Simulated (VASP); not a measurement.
# TePb (Pm-3m) in VASP: a series of runs, part 2 of 2

VASP 6.6.1. Earlier steps stand in the parts before.

## (3) Single point, PBE

This run uses another cell than the first one, of 33.98 Å³/atom.

INCAR reads:

```
PREC = Accurate
ENCUT = 500
EDIFF = 1E-6
ISMEAR = -1
SIGMA = 0.05
LREAL = False
LASPH = True
NELM = 120
ALGO = Normal
ISIF = 2
LWAVE = False
LCHARG = True
GGA = PE
LELF = True
LVHAR = True
NBANDS = 17
GGA_COMPAT = False
```

KPOINTS reads:

```
regular mesh
0
Gamma
  7 7 7
```

POSCAR reads:

```
TePb
1.0
    4.0807831442      0.0000000000      0.0000000000
    0.0000000000      4.0807831442      0.0000000000
    0.0000000000      0.0000000000      4.0807831442
Pb Te
1 1
Direct
    0.0000000000      0.0000000000      0.0000000000
    0.5000000000      0.5000000000      0.5000000000
```

Potentials or basis: VASP PAW PBE potentials, release 64 (Pb_d, Te).

Started as:

```sh
$ cat potpaw_PBE.64/Pb_d/POTCAR potpaw_PBE.64/Te/POTCAR > POTCAR
$ mpirun -np 1 vasp_std > vasp.out
```

OUTCAR:

```text
PREC = Accurate
   ENCUT = 500
   EDIFF = 1E-6
   ISMEAR = -1
   LREAL = False
   LASPH = True
   NELM = 120
   ISIF = 2
   GGA = PE

 ion  position               nearest neighbor table
   1  0.000  0.000  0.000-   2 3.53   2 3.53   2 3.53   2 3.53   2 3.53   2 3.53   2 3.53   2 3.53

   2  0.500  0.500  0.500-   1 3.53   1 3.53   1 3.53   1 3.53   1 3.53   1 3.53   1 3.53   1 3.53

  LATTYP: Found a simple cubic cell.
 ALAT       =     4.0807831442

  Lattice vectors:

 A1 = (   4.0807831442,   0.0000000000,   0.0000000000)
 A2 = (   0.0000000000,   4.0807831442,   0.0000000000)
 A3 = (   0.0000000000,   0.0000000000,   4.0807831442)

Analysis of symmetry for initial positions (statically):
=====================================================================
 Subroutine PRICEL returns:
 Original cell was already a primitive cell.

 Routine SETGRP: Setting up the symmetry group for a
 simple cubic supercell.

 Subroutine GETGRP returns: Found 48 space group operations
 (whereof 48 operations were pure point group operations)
 out of a pool of 48 trial point group operations.

The static configuration has the point symmetry O_h .

Analysis of symmetry for dynamics (positions and initial velocities):
=====================================================================
 Subroutine PRICEL returns:
 Original cell was already a primitive cell.

 Routine SETGRP: Setting up the symmetry group for a
 simple cubic supercell.

 Subroutine GETGRP returns: Found 48 space group operations
 (whereof 48 operations were pure point group operations)
 out of a pool of 48 trial point group operations.

The dynamic configuration has the point symmetry O_h .

 Subroutine INISYM returns: Found 48 space group operations
 (whereof 48 operations are pure point group operations),
 and found     1 'primitive' translations

[... 106 lines left out ...]
   IALGO  =     38    algorithm
   IMIX   =      4    mixing-type and parameters
     AMIX     =   0.40;   BMIX     =  1.00
     AMIX_MAG =   1.60;   BMIX_MAG =  1.00
  volume/ion in A,a.u.               =      33.98       229.30
  Fermi-wavevector in a.u.,A,eV,Ry     =   1.088950  2.057817 16.133956  1.185812
  Thomas-Fermi vector in A             =   2.225143
   LORBIT       =      0    0 simple, 1 ext, 2 COOP (PROOUT), +10 PAW based schemes
   GGA     = PE    functional components
   LHFCALC =     F    Hartree Fock is set to
   AEXX    =    0.0000 exact exchange contribution
   IVDW    =     0    specifies the selected vdW correction
   LEPSILON=     F    determine dielectric tensor
   LRPA    =     F    only Hartree local field effects (RPA)
 non-spin polarized calculation
  energy-cutoff  :      500.00
  volume of cell :       67.96
 maximum number of plane-waves:      1743
 NGX is ok and might be reduce to    30
   NGX = 15   NGY = 15   NGZ = 15

 number of electron      19.9999998 magnetization

 Free energy of the ion-electron system (eV)
  ---------------------------------------------------
  ext. energy  EPLUGINS =         0.00000000
  ---------------------------------------------------
  free energy    TOTEN  =        -7.03450088 eV

  energy without entropy =       -7.02349786  energy(sigma->0) =       -7.02899937

 E-fermi :   5.7751     XC(G=0):  -9.4184

 val. band max:        5.7524169029   @ k =   0.4286   0.2857   0.0000
 cond. band min:       5.8435454548   @ k =   0.4286   0.4286   0.2857
 fundamental gap:      0.0911285520
 Fermi energy:         5.7750999402

 k-point     1 :       0.0000    0.0000    0.0000
  band No.  band energies     occupation
      1     -11.4571      2.00000
      2     -11.4571      2.00000
      3     -11.3880      2.00000
      4     -11.3880      2.00000
      5     -11.3880      2.00000
      6      -6.0512      2.00000
[... 377 lines left out ...]
      4     -11.3714      2.00000
      5     -11.3714      2.00000
      6      -3.9555      2.00000
[... 9 lines left out ...]
     16      17.7137      0.00000
     17      19.6067      0.00000

------------------------ aborting loop because EDIFF is reached ----------------------------------------

  FORCE on cell =-STRESS in cart. coord.  units (eV):
  Direction    XX          YY          ZZ          XY          YZ          ZX
  --------------------------------------------------------------------------------------
  -------------------------------------------------------------------------------------
  Total       -0.9247972     -0.9247972     -0.9247972      0.0000000     -0.0000000      0.0000000
  in kB      -21.8035153    -21.8035153    -21.8035153      0.0000000     -0.0000000      0.0000000
  external PRESSURE =     -21.8035153 kB  Pullay stress =       0.0000000 kB

 VOLUME and BASIS-vectors are now :
 -----------------------------------------------------------------------------
  energy-cutoff  :      500.00
  volume of cell :       67.96
      direct lattice vectors                 reciprocal lattice vectors
     4.080783144  0.000000000  0.000000000     0.245051002  0.000000000  0.000000000
     0.000000000  4.080783144  0.000000000     0.000000000  0.245051002  0.000000000
     0.000000000  0.000000000  4.080783144     0.000000000  0.000000000  0.245051002

 POSITION                                       TOTAL-FORCE (eV/Angst)
 -----------------------------------------------------------------------------------
      0.00000      0.00000      0.00000         0.000000      0.000000      0.000000
      2.04039      2.04039      2.04039         0.000000      0.000000      0.000000
 -----------------------------------------------------------------------------------
    total drift:                                0.000000     -0.000000     -0.000000

  FREE ENERGIE OF THE ION-ELECTRON SYSTEM (eV)
  ---------------------------------------------------
  free  energy   TOTEN  =        -7.0345008779 eV

  energy  without entropy=       -7.0234978624  energy(sigma->0) =       -7.02899937
```

OSZICAR:

```text
N       E                     dE             d eps       ncg     rms          rms(c)
DAV:   1     0.146119167267E+03    0.14612E+03   -0.87580E+03   680   0.107E+03
DAV:   2     0.283863517024E+01   -0.14328E+03   -0.13916E+03   682   0.285E+02
DAV:   3    -0.702480802330E+01   -0.98634E+01   -0.97120E+01   910   0.812E+01
DAV:   4    -0.727768963798E+01   -0.25288E+00   -0.25269E+00   927   0.145E+01
DAV:   5    -0.728405226293E+01   -0.63626E-02   -0.63625E-02   935   0.194E+00    0.324E+00
DAV:   6    -0.703795650406E+01    0.24610E+00   -0.60059E-01   950   0.466E+00    0.207E+00
DAV:   7    -0.703481205194E+01    0.31445E-02   -0.79950E-02   814   0.122E+00    0.981E-01
DAV:   8    -0.703564780447E+01   -0.83575E-03   -0.15710E-02   873   0.100E+00    0.202E-01
DAV:   9    -0.703472763353E+01    0.92017E-03   -0.92015E-03   930   0.534E-01    0.961E-02
DAV:  10    -0.703469148583E+01    0.36148E-04   -0.44204E-04   758   0.115E-01    0.805E-02
DAV:  11    -0.703453485812E+01    0.15663E-03   -0.13493E-03   896   0.214E-01    0.682E-02
DAV:  12    -0.703450882630E+01    0.26032E-04   -0.10313E-04   817   0.609E-02    0.795E-02
DAV:  13    -0.703451220798E+01   -0.33817E-05   -0.45053E-06   820   0.118E-02    0.501E-02
DAV:  14    -0.703450198746E+01    0.10221E-04   -0.17865E-05   872   0.274E-02    0.402E-02
DAV:  15    -0.703450096040E+01    0.10271E-05   -0.25278E-06   679   0.107E-02    0.243E-02
DAV:  16    -0.703450087794E+01    0.82460E-07   -0.24694E-07   387   0.523E-03
   1 F= -.70345009E+01 E0= -.70289994E+01  d E =-.110030E-01
```

stdout:

```text
POSCAR found type information on POSCAR PbTe
 POSCAR found :  2 types and       2 ions
 scaLAPACK will be used
 LDA part: xc-table for (Slater+PW92), standard interpolation
 POSCAR, INCAR and KPOINTS ok, starting setup
 FFT: planning ... GRIDC
 FFT: planning ... GRID_SOFT
 FFT: planning ... GRID
 WAVECAR not read
 entering main loop
```

It took 38 s on 1 thread of Intel Xeon Platinum 8175M at 2.50GHz (Skylake/Cascade Lake), shared host; peak memory 0.17 GiB.

What came out:

```
Free energy            : -7.0345 eV
Pressure               : -2.2 GPa
Band gap on the k mesh : zero (bands 10 and 11 overlap by 0.66 eV)
```

Levels at points of the mesh, in eV from the Fermi level:
```csv
k point,band 6,band 7,band 8,band 9,band 10,band 11,band 12,band 13,band 14,band 15
"(0.00, 0.00, 0.00)",-11.83,-6.98,-1.47,-1.47,-1.47,4.07,4.07,4.84,4.84,4.84
```

Caveat: semilocal functionals underestimate gaps, so a narrow gap can read as zero; spin-orbit coupling is left out, which moves the levels of the heavy elements.

## (4) Single point, PBE

This run uses another cell than the first one, of 32.05 Å³/atom.

INCAR reads:

```
SYSTEM = TePb
PREC     = Accurate       ! precision mode
ENCUT    = 500            ! plane-wave cutoff, eV
EDIFF    = 1E-6           ! SCF threshold, eV
ISMEAR   = 0              ! smearing method
SIGMA    = 0.013000000000000001 ! smearing width, eV
LREAL    = .False.        ! projectors in reciprocal space
LASPH    = .True.         ! aspherical terms in the spheres
NELM     = 120            ! most SCF steps
ALGO     = Normal         ! electronic algorithm
ISIF     = 2              ! what is computed and relaxed
LWAVE    = .False.        ! write WAVECAR
LCHARG   = .True.         ! write CHGCAR
GGA      = PE             ! functional
LELF     = .True.         ! ELF
LVHAR    = .True.       
NBANDS   = 17             ! bands
GGA_COMPAT= .False.
```

KPOINTS reads:

```
Automatic mesh
0
Gamma
  7 7 7
  0 0 0
```

POSCAR reads:

```
TePb
1.0
    4.0022870000      0.0000000000      0.0000000000
    0.0000000000      4.0022870000      0.0000000000
    0.0000000000      0.0000000000      4.0022870000
Pb Te
1 1
Direct
    0.0000000000      0.0000000000      0.0000000000
    0.5000000000      0.5000000000      0.5000000000
```

Started as:

```sh
$ cat potpaw_PBE.64/Pb_d/POTCAR potpaw_PBE.64/Te/POTCAR > POTCAR
$ mpirun -np 1 vasp_std > vasp.out
```

It took 14 s on 1 thread of AMD EPYC 9R45 (Zen 5), shared host; peak memory 0.15 GiB.

Results (log left out):

```yaml
Free_energy: -7.0517 eV
Pressure: 0.1 GPa
Band_gap_on_the_k_mesh: zero (bands 10 and 11 overlap by 0.80 eV)
```

Levels at points of the mesh, in eV from the Fermi level:
```tsv
k point	band 6	band 7	band 8	band 9	band 10	band 11	band 12	band 13	band 14	band 15
(0.00, 0.00, 0.00)	-12.17	-6.80	-1.57	-1.57	-1.57	4.00	4.00	5.22	5.22	5.22
```

Caveat: spin-orbit coupling is left out, which moves the levels of the heavy elements.

## (5) Summary

```csv
cell,smearing,gap on the mesh (eV),pressure (GPa)
"a = 4.055 Å, 2 atoms",fermi-dirac 0.05 eV,none,-1.6
"a = 4.081 Å, 2 atoms",fermi-dirac 0.05 eV,none,-2.2
"a = 4.002 Å, 2 atoms",gaussian 0.013 eV,none,0.1
```

Alike in all rows: task single point; level PBE; potentials or basis VASP PAW PBE potentials, release 64 (Pb_d, Te); no spin polarisation; k mesh 7 × 7 × 7; cutoff (eV) 500.

Caveats: spin-orbit coupling is left out, which moves the levels of the heavy elements; semilocal functionals underestimate gaps, so a narrow gap can read as zero (at least some runs).

Absolute energies hang on the potentials; compare differences alone.
